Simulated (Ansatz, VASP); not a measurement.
Ge3Pd in VASP and in Ansatz

The input INCAR:

```
SYSTEM = Ge3Pd
PREC = Accurate
ENCUT = 540
EDIFF = 1E-6
ISMEAR = -1
SIGMA = 0.05
LREAL = .FALSE.
LASPH = .TRUE.
NELM = 200
ALGO = Normal
ISIF = 2
LWAVE = .FALSE.
LCHARG = .TRUE.
LMAXMIX = 4
LDAU = .TRUE.
LDAUTYPE = 2
LDAUL = 2 -1
LDAUU = 1 0
LDAUJ = 0 0
LDAUPRINT = 1
GGA = PS
LELF = .TRUE.
LVHAR = .TRUE.
NBANDS = 38
GGA_COMPAT = .FALSE.
```

Contents of KPOINTS:

```
regular mesh
0
G
  7 7 7
  0 0 0
```

POSCAR

```
Ge3Pd
1.0
    4.1420230000      0.0000000000      0.0000000000
    0.0000000000      4.1420230000      0.0000000000
    0.0000000000      0.0000000000      4.1420230000
Pd Ge
1 3
Direct
    0.0000000000      0.0000000000      0.0000000000
    0.5000000000      0.5000000000      0.0000000000
    0.5000000000      0.0000000000      0.5000000000
    0.0000000000      0.5000000000      0.5000000000
```

File input.yaml:

```yaml
crystal:
  lattice:
    - [4.142023, 0.0, 0.0]
    - [0.0, 4.142023, 0.0]
    - [0.0, 0.0, 4.142023]
  atoms:
    - { symbol: Pd, position: [0.0, 0.0, 0.0] }
    - { symbol: Ge, position: [0.5, 0.5, 0.0] }
    - { symbol: Ge, position: [0.5, 0.0, 0.5] }
    - { symbol: Ge, position: [0.0, 0.5, 0.5] }
hamiltonian:
  xc: pbesol
  pseudopotentials: { kind: paw }
  hubbard: { sites: [{ species: Pd, l: d, u_eff: 1.0 }] }
kpoints:
  mp_grid: { grid: [7, 7, 7] }
  band_path:
    path:
      - [[0.0, 0.0, 0.0], [0.0, 0.5, 0.0], [0.5, 0.5, 0.0], [0.0, 0.0, 0.0], [0.5, 0.5, 0.5], [0.0, 0.5, 0.0]]
      - [[0.5, 0.5, 0.0], [0.5, 0.5, 0.5]]
    npoints: 14
scf:
  occupations: { method: fermi_dirac, width: 0.05 }
  n_extra_bands: 10
output:
  forces: true
  stress: true
  eigenvalues: true
  fatbands: false
```

Alike in both runs: functional PBEsol; k mesh 7 × 7 × 7; occupations fermi-dirac, width 0.05 eV; no spin polarisation; Hubbard terms Pd d U = 1.0 eV.

|  | VASP | Ansatz |
| --- | --- | --- |
| version | VASP 6.6.1 | Ansatz 0.2.0 |
| potentials or method | VASP PAW PBE potentials, release 64 (Pd_sv_GW, Ge_d) | Ansatz PAW |
| plane-wave cutoff (eV) | 540 | 420 |
| valence electrons in the cell | 60 | 60 |
| task | single point | band structure |

|  | VASP | Ansatz | Ansatz less VASP |
| --- | --- | --- | --- |
| gap on the k mesh at the Fermi level (eV) | none | none | - |
| pressure (GPa) | -5.2 | -4.6 | +0.60 |

VASP's potentials were made for PBE, not for PBEsol. The programs project onto different local orbitals, so the same U acts differently, and such runs can settle in different states. A gap of «none» marks a metal or a gap that the smearing closes.
